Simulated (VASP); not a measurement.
# LiMgBN2 (I-4m2) in VASP: single point with PBE+U

Aim: the single point of LiMgBN2 with PBE+U.

Program: VASP 6.6.1. These are calculated values, not measurements. Logs are shortened: lines on timing, memory, paths and dates and some standing lists are left out, and cuts for length are marked.

## Step 1: The cell of the first run

Symmetry: I-4m2, No. 119, tetragonal system. The conventional cell has a = 3.819 Å, b = 3.819 Å, c = 8.887 Å, α = 90.00°, β = 90.00°, γ = 90.00°. Li (site symmetry -4m2) has 4 N at 2.10 Å and 4 Mg at 2.70 Å within 2.8 Å. Mg (site symmetry -4m2) has 4 N at 2.10 Å and 4 Li at 2.70 Å within 2.8 Å. Within 1.8 Å of B (site symmetry -4m2) lie 2 N at 1.34 Å. N (site symmetry 2mm) has 1 B at 1.34 Å within 1.8 Å.

## Step 2: Single point, PBE+U

Input file INCAR:

```
SYSTEM = LiMgBN2
PREC = Accurate
ENCUT = 880
EDIFF = 1E-6
ISMEAR = -5
SIGMA = 0.1
LREAL = .False.
LASPH = .True.
NELM = 200
ALGO = Normal
ISIF = 2
LWAVE = .False.
LCHARG = .False.
LDAU = .True.
LDAUTYPE = 2
LDAUL = -1 -1 -1 1
LDAUU = 0 0 0 2.7
LDAUJ = 0 0 0 0
LDAUPRINT = 1
GGA = PE
NBANDS = 21
GGA_COMPAT = .False.
```

Input file KPOINTS:

```
regular mesh
0
Gamma
  2 2 3
  0 0 0
```

Input file POSCAR:

```
LiMgBN2
1.0
   -1.9096560000      1.9096560000      4.4435220000
    1.9096560000     -1.9096560000      4.4435220000
    1.9096560000      1.9096560000     -4.4435220000
Li Mg B N
1 1 1 2
Direct
    0.2500000000      0.7500000000      0.5000000000
    0.7500000000      0.2500000000      0.5000000000
    0.5000000000      0.5000000000      0.0000000000
    0.6512635000      0.6512635000      0.0000000000
    0.3487365000      0.3487365000      0.0000000000
```

Potentials or basis: VASP PAW PBE potentials, release 64 (Li_sv, Mg_sv, B, N).

Launch:

```bash
$ cat potpaw_PBE.64/Li_sv/POTCAR potpaw_PBE.64/Mg_sv/POTCAR potpaw_PBE.64/B/POTCAR potpaw_PBE.64/N/POTCAR > POTCAR
$ mpirun -np 1 vasp_std > vasp.out
```

OUTCAR:

```text
SYSTEM = LiMgBN2
   PREC = Accurate
   ENCUT = 880
   EDIFF = 1E-6
   ISMEAR = -5
   LREAL = .False.
   LASPH = .True.
   NELM = 200
   ISIF = 2
   GGA = PE

 ion  position               nearest neighbor table
   1  0.250  0.750  0.500-   5 2.10   4 2.10   5 2.10   4 2.10
   2  0.750  0.250  0.500-
   3  0.500  0.500  0.000-   4 1.34   5 1.34
   4  0.651  0.651  0.000-   3 1.34   1 2.10   1 2.10
   5  0.349  0.349  0.000-   3 1.34   1 2.10   1 2.10

  LATTYP: Found a body centered tetragonal cell.
 ALAT       =     3.8193120000
 C/A-ratio  =     2.3268703892

  Lattice vectors:

 A1 = (  -1.9096560000,   1.9096560000,   4.4435220000)
 A2 = (   1.9096560000,  -1.9096560000,   4.4435220000)
 A3 = (   1.9096560000,   1.9096560000,  -4.4435220000)

Analysis of symmetry for initial positions (statically):
=====================================================================
 Subroutine PRICEL returns:
 Original cell was already a primitive cell.

 Routine SETGRP: Setting up the symmetry group for a
 body centered tetragonal supercell.

 Subroutine GETGRP returns: Found  8 space group operations
 (whereof  8 operations were pure point group operations)
 out of a pool of 16 trial point group operations.

The static configuration has the point symmetry D_2d.

Analysis of symmetry for dynamics (positions and initial velocities):
=====================================================================
 Subroutine PRICEL returns:
 Original cell was already a primitive cell.

 Routine SETGRP: Setting up the symmetry group for a
 body centered tetragonal supercell.

 Subroutine GETGRP returns: Found  8 space group operations
 (whereof  8 operations were pure point group operations)
 out of a pool of 16 trial point group operations.

The dynamic configuration has the point symmetry D_2d.

 Subroutine INISYM returns: Found  8 space group operations
 (whereof  8 operations are pure point group operations),
 and found     1 'primitive' translations

----------------------------------------------------------------------------------------

                                     Primitive cell

  volume of cell :      64.8183

  direct lattice vectors                    reciprocal lattice vectors
    -1.909656000  1.909656000  4.443522000     0.000000000  0.261827261  0.112523354
     1.909656000 -1.909656000  4.443522000     0.261827261  0.000000000  0.112523354
     1.909656000  1.909656000 -4.443522000     0.261827261  0.261827261  0.000000000

  length of vectors
     5.199851906  5.199851906  5.199851906     0.284982490  0.284982490  0.370279664

  position of ions in fractional coordinates (direct lattice)
     0.250000000  0.750000000  0.500000000
     0.750000000  0.250000000  0.500000000
     0.500000000  0.500000000  0.000000000
     0.651263500  0.651263500  0.000000000
     0.348736500  0.348736500  0.000000000

  ion indices of the primitive-cell ions
   primitive index   ion index
                 1           1
                 2           2
                 3           3
                 4           4
                 5           5

----------------------------------------------------------------------------------------

 KPOINTS: regular mesh

Automatic generation of k-mesh.
 Grid dimensions read from file:
 generate k-points for:    2    2    3

 Generating k-lattice:

  Cartesian coordinates                     Fractional coordinates (reciprocal lattice)
     0.000000000  0.130913631  0.056261677     0.500000000  0.000000000  0.000000000
     0.130913631  0.000000000  0.056261677     0.000000000  0.500000000  0.000000000
     0.087275754  0.087275754  0.000000000     0.000000000  0.000000000  0.333333333

  Length of vectors
     0.142491245  0.142491245  0.123426555

  Shift w.r.t. Gamma in fractional coordinates (k-lattice)
     0.000000000  0.000000000  0.000000000

 -----------------------------------------------------------------------------
|                                                                             |
|           W    W    AA    RRRRR   N    N  II  N    N   GGGG   !!!           |
|           W    W   A  A   R    R  NN   N  II  NN   N  G    G  !!!           |
|           W    W  A    A  R    R  N N  N  II  N N  N  G       !!!           |
|           W WW W  AAAAAA  RRRRR   N  N N  II  N  N N  G  GGG   !            |
|           WW  WW  A    A  R   R   N   NN  II  N   NN  G    G                |
|           W    W  A    A  R    R  N    N  II  N    N   GGGG   !!!           |
|                                                                             |
|     Your reciprocal lattice and k-lattice belong to different lattice       |
|     classes:                                                                |
|                                                                             |
|        The reciprocal lattice is body-centered tetragonal,                  |
|        whereas your k-lattice is base-centered monoclinic.                  |
|                                                                             |
|     Results are often still useful ...                                      |
|                                                                             |
 -----------------------------------------------------------------------------

 WARNING: IBZKPT: internal override: KBLOWUP is changed to .FALSE.
      ... skipping the blow-up phase ...

 TETIRR: Found     19 inequivalent tetrahedra from       72

 Subroutine IBZKPT returns following result:
 ===========================================

 Found      6 irreducible k-points:

 Following reciprocal coordinates:
            Coordinates               Weight
  0.000000  0.000000  0.000000      1.000000
  0.500000  0.000000  0.000000      2.000000
  0.500000  0.500000  0.000000      1.000000
  0.000000  0.000000  0.333333      2.000000
  0.500000  0.000000  0.333333      4.000000
  0.500000  0.500000  0.333333      2.000000
   k-points           NKPTS =      6   k-points in BZ     NKDIM =      6   number of bands    NBANDS=     21
   number of dos      NEDOS =    301   number of ions     NIONS =      5
   total plane-waves  NPLWV = 125000
   dimension x,y,z NGX =    50 NGY =   50 NGZ =   50
   dimension x,y,z NGXF=   100 NGYF=  100 NGZF=  100
   ions per type =               1   1   1   2
   NGX,Y,Z   is equivalent  to a cutoff of  15.99, 15.99, 15.99 a.u.
   NGXF,Y,Z  is equivalent  to a cutoff of  31.97, 31.97, 31.97 a.u.
 SYSTEM =  LiMgBN2
   PREC   = accura    normal or accurate (medium, high low for compatibility)
   ISTART =      0    job   : 0-new  1-cont  2-samecut
   ICHARG =      2    charge: 1-file 2-atom 10-const
   ISPIN  =      1    spin polarized calculation?
   LNONCOLLINEAR =      F non collinear calculations
   LSORBIT =      F    spin-orbit coupling
   LASPH  =      T    aspherical Exc in radial PAW
   ENCUT  =  880.0 eV  64.68 Ry    8.04 a.u.  12.58 12.58 12.58*2*pi/ulx,y,z
   NELM   =    200;   NELMIN=  2; NELMDL= -5     # of ELM steps
   EDIFF  = 0.1E-05   stopping-criterion for ELM
   LREAL  =      F    real-space projection
   EDIFFG = 0.1E-04   stopping-criterion for IOM
   NSW    =      0    number of steps for IOM
   IBRION =     -1    ionic relax: 0-MD 1-quasi-New 2-CG
   NFREE  =      0    steps in history (QN), initial steepest desc. (CG)
   ISIF   =      2    stress and relaxation
   ISYM   =      2    0-nonsym 1-usesym 2-fastsym
   POTIM  = 0.5000    time-step for ionic-motion
   TEBEG  =    0.0;   TEEND  =   0.0 temperature during run
   PSTRESS=    0.0 pullay stress
   NELECT =      26.0000    total number of electrons
   NUPDOWN=      -1.0000    fix difference up-down
   EMIN   =  10.00;   EMAX   =-10.00  energy-range for DOS
   EFERMI =   0.00;   METHOD = LEGACY
   ISMEAR =    -5;   SIGMA  =   0.10  broadening in eV -4-tet -1-fermi 0-gaus
   EFERMI_NEDOS =   21; number of points for ismear=-14 and -15
   IALGO  =     38    algorithm
   IMIX   =      4    mixing-type and parameters
     AMIX     =   0.40;   BMIX     =  1.00
     AMIX_MAG =   1.60;   BMIX_MAG =  1.00
  volume/ion in A,a.u.               =      12.96        87.48
  Fermi-wavevector in a.u.,A,eV,Ry     =   1.207351  2.281562 19.833152  1.457696
  Thomas-Fermi vector in A             =   2.342991
   LORBIT       =      0    0 simple, 1 ext, 2 COOP (PROOUT), +10 PAW based schemes
 LDA+U is selected, type is set to LDAUTYPE =  2
   angular momentum for each species LDAUL =    -1   -1   -1    1
   U (eV)           for each species LDAUU =   0.0  0.0  0.0  2.7
   J (eV)           for each species LDAUJ =   0.0  0.0  0.0  0.0
   GGA     = PE    functional components
   LHFCALC =     F    Hartree Fock is set to
   AEXX    =    0.0000 exact exchange contribution
   IVDW    =     0    specifies the selected vdW correction
   LEPSILON=     F    determine dielectric tensor
   LRPA    =     F    only Hartree local field effects (RPA)
 non-spin polarized calculation
 Fermi weights with tetrahedron method with Bloechl corrections
  energy-cutoff  :      880.00
  volume of cell :       64.82
 maximum number of plane-waves:      3853
   NGX = 25   NGY = 25   NGZ = 25

 number of electron      26.0000000 magnetization

 Free energy of the ion-electron system (eV)
  ---------------------------------------------------
  ext. energy  EPLUGINS =         0.00000000
  ---------------------------------------------------
  free energy    TOTEN  =       -27.55404500 eV

  energy without entropy =      -27.55404500  energy(sigma->0) =      -27.55404500

 E-fermi :   0.8245     XC(G=0):  -8.6156

 val. band max:        0.7915203133   @ k =   0.5000   0.5000   0.3333
 cond. band min:       3.4347366759   @ k =   0.0000   0.0000   0.0000
 fundamental gap:      2.6432163626
 Fermi energy:         0.8245242317

 k-point     1 :       0.0000    0.0000    0.0000
  band No.  band energies     occupation
      1     -72.6165      2.00000
      2     -42.7256      2.00000
      3     -39.4300      2.00000
      4     -39.3506      2.00000
      5     -39.3506      2.00000
      6     -13.5583      2.00000
[... 13 lines left out ...]
     20      13.0612      0.00000
     21      13.0612      0.00000
[... 97 lines left out ...]
 k-point     6 :       0.5000    0.5000    0.3333
  band No.  band energies     occupation
      1     -72.6165      2.00000
      2     -42.7253      2.00000
      3     -39.4299      2.00000
      4     -39.3514      2.00000
      5     -39.3512      2.00000
      6     -13.1341      2.00000
[... 13 lines left out ...]
     20      12.1656      0.00000
     21      12.5369      0.00000

------------------------ aborting loop because EDIFF is reached ----------------------------------------

  FORCE on cell =-STRESS in cart. coord.  units (eV):
  Direction    XX          YY          ZZ          XY          YZ          ZX
  --------------------------------------------------------------------------------------
  -------------------------------------------------------------------------------------
  Total       -0.0140405     -0.0140405      0.4224578      0.0000000      0.0000000      0.0000000
  in kB       -0.3470518     -0.3470518     10.4423038      0.0000000      0.0000000      0.0000000
  external PRESSURE =       3.2494001 kB  Pullay stress =       0.0000000 kB

 VOLUME and BASIS-vectors are now :
 -----------------------------------------------------------------------------
  energy-cutoff  :      880.00
  volume of cell :       64.82
      direct lattice vectors                 reciprocal lattice vectors
    -1.909656000  1.909656000  4.443522000     0.000000000  0.261827261  0.112523354
     1.909656000 -1.909656000  4.443522000     0.261827261  0.000000000  0.112523354
     1.909656000  1.909656000 -4.443522000     0.261827261  0.261827261  0.000000000

 POSITION                                       TOTAL-FORCE (eV/Angst)
 -----------------------------------------------------------------------------------
      1.90966      0.00000      2.22176        -0.000000     -0.000000     -0.000000
      0.00000      1.90966      2.22176        -0.000000     -0.000000     -0.000000
      0.00000      0.00000      4.44352        -0.000000     -0.000000     -0.000000
      0.00000      0.00000      5.78781        -0.000000     -0.000000      0.108413
      0.00000      0.00000      3.09924         0.000000      0.000000     -0.108413
 -----------------------------------------------------------------------------------
    total drift:                               -0.000000      0.000000      0.000000

  FREE ENERGIE OF THE ION-ELECTRON SYSTEM (eV)
  ---------------------------------------------------
  free  energy   TOTEN  =       -27.5540449977 eV

  energy  without entropy=      -27.5540449977  energy(sigma->0) =      -27.55404500
```

It took 42 s on 1 thread of Intel Xeon Platinum 8375C at 2.90GHz (Ice Lake), shared host; peak memory 0.35 GiB.

Results:

```
Free energy            : -27.5540 eV
Pressure               : 0.3 GPa
Largest force          : 0.108 eV/Å
Band gap on the k mesh : 2.64 eV (least direct gap 3.89 eV)
```

Forces in eV/Å, atoms in the order of the input:
```
Li   0.000  0.000  0.000
Mg   0.000  0.000  0.000
B    0.000  0.000  0.000
N    0.000  0.000  0.108
N    0.000  0.000 -0.108
```

Stress tensor (GPa, compression positive):
```
-0.03  0.00  0.00
 0.00 -0.03  0.00
 0.00  0.00  1.04
```

Caveat: the k points lie up to 0.78 Å⁻¹ apart. A k mesh can miss the band edges.
